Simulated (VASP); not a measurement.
Input of a VASP 6.6.1 run:

File INCAR:

```
SYSTEM = Al3Cl
PREC     = Accurate       ! precision mode
ENCUT    = 520            ! plane-wave cutoff, eV
EDIFF    = 1E-6           ! SCF threshold, eV
ISMEAR   = 0              ! smearing method
SIGMA    = 0.1            ! smearing width, eV
LREAL    = .FALSE.        ! projectors in reciprocal space
LASPH    = .TRUE.         ! aspherical terms in the spheres
NELM     = 80             ! most SCF steps
ALGO     = Normal         ! electronic algorithm
ISIF     = 2              ! what is computed and relaxed
LWAVE    = .FALSE.        ! write WAVECAR
LCHARG   = .TRUE.         ! write CHGCAR
GGA      = PE             ! functional
LELF     = .TRUE.         ! ELF
LVHAR    = .TRUE.       
NBANDS   = 16             ! bands
```

The input KPOINTS:

```
regular mesh
0
G
  6 6 6
  0 0 0
```

The input POSCAR:

```
Al3Cl
1.0
    5.7038871421      0.0000000000      0.0000000000
   -2.8519435711      4.9397111654      0.0000000000
    0.0000000000      0.0000000000      2.9818273085
Al Cl
3 1
Direct
    0.5000000000      0.0000000000      0.0000000000
    0.0000000000      0.5000000000      0.0000000000
    0.5000000000      0.5000000000      0.0000000000
    0.0000000000      0.0000000000      0.5000000000
```

Potentials or basis: VASP PAW PBE potentials, release 64 (Al, Cl).

The run is started by

```sh
$ cat potpaw_PBE.64/Al/POTCAR potpaw_PBE.64/Cl/POTCAR > POTCAR
$ mpirun -np 1 vasp_std > vasp.out
```

Problem. What does it give for the band gap on the k mesh?

Solution. Zero (band 8 reaches 6.32 eV, above the bottom of band 9 at 4.62 eV).

Problem. What does it give for the pressure?

Solution. -0.1 GPa.
